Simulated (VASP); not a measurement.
# KI (P6_3/mmc) in VASP: a series of runs

Aim: see how the results for KI move with the level of theory and the settings. Levels: PBE, PBEsol. Tasks: single point.

Program: VASP 6.6.1. These are calculated values, not measurements. Logs are shortened: lines on timing, memory, paths and dates and some standing lists are left out, and cuts for length are marked.

## (1) The cell of the first run

Symmetry: P6_3/mmc, No. 194, hexagonal system. The conventional cell has a = 6.039 Å, b = 6.039 Å, c = 7.039 Å, α = 90.00°, β = 90.00°, γ = 120.00°. K (site symmetry -6m2) has 5 I at 3.49 to 3.52 Å within 4.6 Å. Within 4.6 Å of I (site symmetry -6m2) lie 5 K at 3.49 to 3.52 Å.

## (2) Single point, PBE, non-collinear spin, zero start, spin-orbit coupling

Contents of INCAR:

```
  PREC = Accurate
  ENCUT = 520
  EDIFF = 1E-6
  ISMEAR = 0
  SIGMA = 0.01
  LREAL = F
  LASPH = T
  NELM = 150
  ALGO = Normal
  ISIF = 2
  LWAVE = F
  LCHARG = F
  LNONCOLLINEAR = T
  MAGMOM = 0 0 0 0 0 0 0 0 0 0 0 0
  LORBIT = 11
  LSORBIT = T
  GGA_COMPAT = F
  LORBMOM = T
  GGA = PE
  NBANDS = 46
```

Contents of KPOINTS:

```
Automatic mesh
0
Gamma
  6 6 4
```

Contents of POSCAR:

```
KI
1.0
    6.0394507398      0.0000000000      0.0000000000
   -3.0197253699      5.2303177656      0.0000000000
    0.0000000000      0.0000000000      7.0391244287
K I
2 2
Direct
    0.3333333333      0.6666666667     -0.0625000000
    0.6666666667      0.3333333333      0.4375000000
    0.3333333333      0.6666666667      0.4375000000
    0.6666666667      0.3333333333      0.9375000000
```

Potentials or basis: VASP PAW PBE potentials, release 64 (K_sv, I).

Run with:

```console
$ cat potpaw_PBE.64/K_sv/POTCAR potpaw_PBE.64/I/POTCAR > POTCAR
$ mpirun -np 1 vasp_ncl > vasp.out
```

OUTCAR:

```text
PREC = Accurate
   ENCUT = 520
   EDIFF = 1E-6
   ISMEAR = 0
   LREAL = F
   LASPH = T
   NELM = 150
   ISIF = 2
   LNONCOLLINEAR = T
   LORBIT = 11
   LSORBIT = T
   GGA = PE

 ion  position               nearest neighbor table
   1  0.333  0.667  0.938-   4 3.49   4 3.49   4 3.49   3 3.52   3 3.52
   2  0.667  0.333  0.438-   3 3.49   3 3.49   3 3.49   4 3.52   4 3.52
   3  0.333  0.667  0.438-   2 3.49   2 3.49   2 3.49   1 3.52   1 3.52
   4  0.667  0.333  0.938-   1 3.49   1 3.49   1 3.49   2 3.52   2 3.52

  LATTYP: Found a hexagonal cell.
 ALAT       =     6.0394507398
 C/A-ratio  =     1.1655239412

  Lattice vectors:

 A1 = (   6.0394507398,   0.0000000000,   0.0000000000)
 A2 = (  -3.0197253699,   5.2303177656,   0.0000000000)
 A3 = (   0.0000000000,   0.0000000000,   7.0391244287)

Analysis of symmetry for initial positions (statically):
=====================================================================
 Subroutine PRICEL returns:
 Original cell was already a primitive cell.

 Routine SETGRP: Setting up the symmetry group for a
 hexagonal supercell.

 Subroutine GETGRP returns: Found 24 space group operations
 (whereof  6 operations were pure point group operations)
 out of a pool of 24 trial point group operations.

The static configuration has the point symmetry C_3v.
 The point group associated with its full space group is D_6h.

Analysis of symmetry for dynamics (positions and initial velocities):
=====================================================================
 Subroutine PRICEL returns:
 Original cell was already a primitive cell.

 Routine SETGRP: Setting up the symmetry group for a
 hexagonal supercell.

 Subroutine GETGRP returns: Found 24 space group operations
 (whereof  6 operations were pure point group operations)
 out of a pool of 24 trial point group operations.

The dynamic configuration has the point symmetry C_3v.
 The point group associated with its full space group is D_6h.

Analysis of structural, dynamic, and magnetic symmetry:
=====================================================================
 Subroutine PRICEL returns:
 Original cell was already a primitive cell.

 Routine SETGRP: Setting up the symmetry group for a
 hexagonal supercell.

 Subroutine GETGRP returns: Found 24 space group operations
 (whereof  6 operations were pure point group operations)
 out of a pool of 24 trial point group operations.

The overall configuration has the point symmetry C_3v.
 The point group associated with its full space group is D_6h.

 Subroutine INISYM returns: Found 24 space group operations
 (whereof  6 operations are pure point group operations),
 and found     1 'primitive' translations

----------------------------------------------------------------------------------------

                                     Primitive cell

  volume of cell :     222.3536

  direct lattice vectors                    reciprocal lattice vectors
     6.039450740  0.000000000  0.000000000     0.165577971  0.095596486  0.000000000
    -3.019725370  5.230317766  0.000000000     0.000000000  0.191192972  0.000000000
     0.000000000  0.000000000  7.039124429     0.000000000  0.000000000  0.142063123

  length of vectors
     6.039450740  6.039450740  7.039124429     0.191192972  0.191192972  0.142063123

  position of ions in fractional coordinates (direct lattice)
     0.333333333  0.666666667  0.937500000
     0.666666667  0.333333333  0.437500000
     0.333333333  0.666666667  0.437500000
     0.666666667  0.333333333  0.937500000

  ion indices of the primitive-cell ions
   primitive index   ion index
                 1           1
                 2           2
                 3           3
                 4           4

----------------------------------------------------------------------------------------

 KPOINTS: Automatic mesh
[... 112 lines left out ...]
  ext. energy  EPLUGINS =         0.00000000
  ---------------------------------------------------
  free energy    TOTEN  =       -11.21819050 eV

  energy without entropy =      -11.21819050  energy(sigma->0) =      -11.21819050

 E-fermi :  -1.1631     XC(G=0):  -6.1375

 val. band max:       -1.2523503565   @ k =   0.0000   0.0000   0.0000
 cond. band min:       2.3111148153   @ k =   0.0000   0.0000   0.0000
 fundamental gap:      3.5634651718
 Fermi energy:        -1.1630889865

 k-point     1 :       0.0000    0.0000    0.0000
  band No.  band energies     occupation
      1     -30.1041      1.00000
      2     -30.1041      1.00000
      3     -30.1018      1.00000
      4     -30.1018      1.00000
      5     -13.7923      1.00000
      6     -13.7923      1.00000
[... 976 lines left out ...]
     43       5.7994      0.00000
     44       5.7994      0.00000
 [bands above 44 left out]

------------------------ aborting loop because EDIFF is reached ----------------------------------------

  FORCE on cell =-STRESS in cart. coord.  units (eV):
  Direction    XX          YY          ZZ          XY          YZ          ZX
  --------------------------------------------------------------------------------------
  -------------------------------------------------------------------------------------
  Total        0.3437376      0.3437376      0.4866579     -0.0000000      0.0000000      0.0000000
  in kB        2.4768141      2.4768141      3.5066317     -0.0000000      0.0000000      0.0000000
  external PRESSURE =       2.8200867 kB  Pullay stress =       0.0000000 kB

 VOLUME and BASIS-vectors are now :
 -----------------------------------------------------------------------------
  energy-cutoff  :      520.00
  volume of cell :      222.35
      direct lattice vectors                 reciprocal lattice vectors
     6.039450740  0.000000000  0.000000000     0.165577971  0.095596486  0.000000000
    -3.019725370  5.230317766  0.000000000     0.000000000  0.191192972  0.000000000
     0.000000000  0.000000000  7.039124429     0.000000000  0.000000000  0.142063123

 POSITION                                       TOTAL-FORCE (eV/Angst)
 -----------------------------------------------------------------------------------
     -0.00000      3.48688      6.59918         0.000000     -0.000000      0.000000
      3.01973      1.74344      3.07962        -0.000000     -0.000000      0.000000
     -0.00000      3.48688      3.07962        -0.000000      0.000000     -0.000000
      3.01973      1.74344      6.59918        -0.000000      0.000000     -0.000000
 -----------------------------------------------------------------------------------
    total drift:                               -0.000000      0.000000      0.000013

  FREE ENERGIE OF THE ION-ELECTRON SYSTEM (eV)
  ---------------------------------------------------
  free  energy   TOTEN  =       -11.2181905035 eV

  energy  without entropy=      -11.2181905035  energy(sigma->0) =      -11.21819050

 orbital moment (x)

 # of ion     p       d       tot
 ----------------------------------------
  1        -0.000   0.000  -0.000
  2        -0.000  -0.000  -0.000
  3         0.000   0.000   0.000
  4        -0.000  -0.000  -0.000
 ----------------------------------------
           -0.000  -0.000  -0.000

 orbital moment (y)

 # of ion     p       d       tot
 ----------------------------------------
  1        -0.000  -0.000  -0.000
  2         0.000  -0.000   0.000
  3         0.000   0.000   0.000
  4         0.000  -0.000   0.000
 ----------------------------------------
           -0.000  -0.000  -0.000

 orbital moment (z)

 # of ion     p       d       tot
 ----------------------------------------
  1         0.000   0.000   0.000
  2         0.000   0.000   0.000
  3        -0.000   0.000  -0.000
  4         0.000  -0.000   0.000
 ----------------------------------------
            0.000  -0.000  -0.000

 Spin-Orbit-Coupling matrix elements

 Ion:    1  E_soc:     -0.0082308
 l=   1
     0.0000000    -0.0013683    -0.0013728
    -0.0013683     0.0000000    -0.0013683
    -0.0013728    -0.0013683     0.0000000
 l=   2
     0.0000000    -0.0000001     0.0000000    -0.0000001    -0.0000021
    -0.0000001     0.0000000    -0.0000018     0.0000003    -0.0000001
     0.0000000    -0.0000018     0.0000000    -0.0000018     0.0000000
    -0.0000001     0.0000003    -0.0000018     0.0000000    -0.0000001
    -0.0000021    -0.0000001     0.0000000    -0.0000001     0.0000000
 l=   3
     0.0000000     0.0000000     0.0000000     0.0000000     0.0000000     0.0000000     0.0000000
     0.0000000     0.0000000     0.0000000     0.0000000     0.0000000     0.0000000     0.0000000
     0.0000000     0.0000000     0.0000000     0.0000000     0.0000000     0.0000000     0.0000000
     0.0000000     0.0000000     0.0000000     0.0000000     0.0000000     0.0000000     0.0000000
[... 49 lines left out ...]
 l=   2
     0.0000000    -0.0000006     0.0000000    -0.0000006    -0.0000021
    -0.0000006     0.0000000    -0.0000014    -0.0000010    -0.0000006
     0.0000000    -0.0000014     0.0000000    -0.0000014     0.0000000
    -0.0000006    -0.0000010    -0.0000014     0.0000000    -0.0000006
    -0.0000021    -0.0000006     0.0000000    -0.0000006     0.0000000
 l=   3
     0.0000000     0.0000000     0.0000000     0.0000000     0.0000000     0.0000000     0.0000000
     0.0000000     0.0000000     0.0000000     0.0000000     0.0000000     0.0000000     0.0000000
     0.0000000     0.0000000     0.0000000     0.0000000     0.0000000     0.0000000     0.0000000
     0.0000000     0.0000000     0.0000000     0.0000000     0.0000000     0.0000000     0.0000000
     0.0000000     0.0000000     0.0000000     0.0000000     0.0000000     0.0000000     0.0000000
     0.0000000     0.0000000     0.0000000     0.0000000     0.0000000     0.0000000     0.0000000
     0.0000000     0.0000000     0.0000000     0.0000000     0.0000000     0.0000000     0.0000000

 total charge

# of ion       s       p       d       tot
------------------------------------------
    1        1.957   5.577   0.022   7.556
    2        1.957   5.577   0.022   7.556
    3        1.492   2.853   0.001   4.345
    4        1.492   2.853   0.001   4.345
--------------------------------------------------
tot          6.898  16.860   0.046  23.804

 magnetization (x)

# of ion       s       p       d       tot
------------------------------------------
    1        0.000   0.000  -0.000   0.000
    2        0.000   0.000  -0.000   0.000
    3       -0.000  -0.000  -0.000  -0.000
    4        0.000  -0.000   0.000  -0.000
--------------------------------------------------
tot          0.000  -0.000  -0.000  -0.000

 magnetization (y)

# of ion       s       p       d       tot
------------------------------------------
    1        0.000   0.000   0.000   0.000
    2        0.000   0.000   0.000   0.000
    3        0.000  -0.000   0.000  -0.000
    4       -0.000   0.000   0.000   0.000
--------------------------------------------------
tot          0.000   0.000   0.000   0.000

 magnetization (z)

# of ion       s       p       d       tot
------------------------------------------
    1       -0.000   0.000   0.000   0.000
    2       -0.000   0.000  -0.000  -0.000
    3        0.000   0.000   0.000   0.000
    4        0.000   0.000   0.000   0.000
--------------------------------------------------
tot         -0.000   0.000   0.000   0.000
```

Wall time 6.8 min (1 thread of Intel Xeon 6975P-C (Granite Rapids), shared host); peak memory 0.98 GiB.

What came out:

```
Free energy                                           : -11.2182 eV
Pressure                                              : 0.3 GPa
Net moment                                            : 0.00 μB per cell
Valence electrons inside the program's atomic spheres : K 7.56; I 4.34
```

Stress tensor (GPa, compression positive):
```
0.25 0.00 0.00
0.00 0.25 0.00
0.00 0.00 0.35
```

Moments on the atoms (μB; x, y, z):
```
K   0.00 0.00 0.00
K   0.00 0.00 0.00
I   0.00 0.00 0.00
I   0.00 0.00 0.00
```

Caveat: the structure was generated, so it needn't be the stable form of KI.

## (3) Single point, PBEsol

This run uses another cell than the first one, of 53.77 Å³/atom.

Contents of INCAR:

```
ALGO = Normal
EDIFF = 1E-6
ENCUT = 520
GGA = PS
ISIF = 2
ISMEAR = -1
LASPH = True
LCHARG = False
LREAL = False
LWAVE = False
NBANDS = 24
NELM = 80
PREC = Accurate
SIGMA = 0.02
```

Contents of KPOINTS:

```
k-points
0
Gamma
  6 6 4
```

Contents of POSCAR:

```
KI
1.0
    5.9761435941      0.0000000000      0.0000000000
   -2.9880717971      5.1754921691      0.0000000000
    0.0000000000      0.0000000000      6.9535324920
K I
2 2
Direct
    0.3333333333      0.6666666667     -0.0625000000
    0.6666666667      0.3333333333      0.4375000000
    0.3333333333      0.6666666667      0.4375000000
    0.6666666667      0.3333333333      0.9375000000
```

Potentials or basis: VASP PAW PBE potentials, release 64 (K_sv, I).

Run with:

```console
$ cat potpaw_PBE.64/K_sv/POTCAR potpaw_PBE.64/I/POTCAR > POTCAR
$ mpirun -np 1 vasp_std > vasp.out
```

Wall time 3 min (1 thread of Oxide Virtual Turin-like, shared host); peak memory 0.34 GiB.

The run converged. Its results:

```
Free energy            : -11.4163 eV
Pressure               : 0.0 GPa
Band gap on the k mesh : 3.79 eV
```

Levels at points of the mesh, in eV from the valence-band top:
```
           k point  band 14  band 15  band 16  band 17  band 18  band 19
(0.00, 0.00, 0.00)    -0.31    -0.31     0.00     3.79     5.84     6.26
(0.50, 0.00, 0.00)    -0.55    -0.33    -0.18     5.35     5.63     5.75
(0.00, 0.00, 0.50)    -0.47    -0.47    -0.47     4.99     4.99     6.95
(0.50, 0.00, 0.50)    -0.44    -0.30    -0.30     5.45     5.45     7.11
```

Caveat: the structure was generated, so it needn't be the stable form of KI; the PAW data sets were made with another functional, which shifts forces and pressure a little; spin-orbit coupling is left out, which moves the levels of the heavy elements.

## (4) Single point, PBE

Contents of INCAR:

```
SYSTEM = KI
PREC = Accurate ; ENCUT = 520
EDIFF = 1E-6 ; ISMEAR = -1
SIGMA = 0.02 ; LREAL = .FALSE.
LASPH = .TRUE. ; NELM = 80
ALGO = Normal ; ISIF = 2
LWAVE = .FALSE. ; LCHARG = .TRUE.
GGA = PE ; LELF = .TRUE.
LVHAR = .TRUE. ; NBANDS = 24
```

Contents of KPOINTS:

```
Automatic mesh
0
G
  6 6 4
  0 0 0
```

Contents of POSCAR:

```
KI
1.0
    6.0394507398      0.0000000000      0.0000000000
   -3.0197253699      5.2303177656      0.0000000000
    0.0000000000      0.0000000000      7.0391244287
K I
2 2
Direct
    0.3333333333      0.6666666667     -0.0625000000
    0.6666666667      0.3333333333      0.4375000000
    0.3333333333      0.6666666667      0.4375000000
    0.6666666667      0.3333333333      0.9375000000
```

Run with:

```console
$ cat potpaw_PBE.64/K_sv/POTCAR potpaw_PBE.64/I/POTCAR > POTCAR
$ mpirun -np 1 vasp_std > vasp.out
```

Run time: 2.6 min. Hardware: 1 thread of Oxide Virtual Turin-like, shared host; peak memory 0.35 GiB.

The run converged. Its results:

- Free energy: -10.9656 eV
- Pressure: 0.3 GPa
- Band gap on the k mesh: 3.79 eV

Stress tensor (GPa, compression positive):
```
0.24 0.00 0.00
0.00 0.24 0.00
0.00 0.00 0.34
```

Levels at points of the mesh, in eV from the valence-band top:
| k point | band 12 | band 13 | band 14 | band 15 | band 16 | band 17 | band 18 | band 19 | band 20 | band 21 |
| --- | --- | --- | --- | --- | --- | --- | --- | --- | --- | --- |
| (0.00, 0.00, 0.00) | -0.54 | -0.54 | -0.29 | -0.29 | 0.00 | 3.79 | 5.78 | 6.35 | 6.35 | 7.05 |
| (0.50, 0.00, 0.00) | -0.60 | -0.56 | -0.51 | -0.30 | -0.16 | 5.34 | 5.60 | 5.84 | 5.84 | 6.58 |
| (0.00, 0.00, 0.50) | -0.69 | -0.43 | -0.43 | -0.43 | -0.43 | 4.94 | 4.94 | 6.95 | 6.95 | 6.95 |
| (0.50, 0.00, 0.50) | -1.01 | -0.41 | -0.41 | -0.27 | -0.27 | 5.45 | 5.45 | 7.09 | 7.09 | 7.14 |

Caveat: the structure was generated, so it needn't be the stable form of KI; spin-orbit coupling is left out, which moves the levels of the heavy elements. A k mesh can miss the band edges.

## (5) Summary

| level | spin | cell | smearing | gap on the mesh (eV) | pressure (GPa) |
| --- | --- | --- | --- | --- | --- |
| PBE | non-collinear, zero start, SOC | a = 6.039, b = 6.039, c = 7.039 Å, angles 90.0, 90.0, 120.0°, 4 atoms | gaussian 0.01 eV | - | 0.3 |
| PBEsol | off | a = 5.976, b = 5.976, c = 6.954 Å, angles 90.0, 90.0, 120.0°, 4 atoms | fermi-dirac 0.02 eV | 3.79 | 0.0 |
| PBE | off | a = 6.039, b = 6.039, c = 7.039 Å, angles 90.0, 90.0, 120.0°, 4 atoms | fermi-dirac 0.02 eV | 3.79 | 0.3 |

Alike in all rows: task single point; potentials or basis VASP PAW PBE potentials, release 64 (K_sv, I); k mesh 6 × 6 × 4; cutoff (eV) 520.

Caveats: the structure was generated, so it needn't be the stable form of KI; spin-orbit coupling is left out, which moves the levels of the heavy elements (at least some runs); the PAW data sets were made with another functional, which shifts forces and pressure a little (at least some runs).

Absolute energies hang on the potentials; compare differences alone.
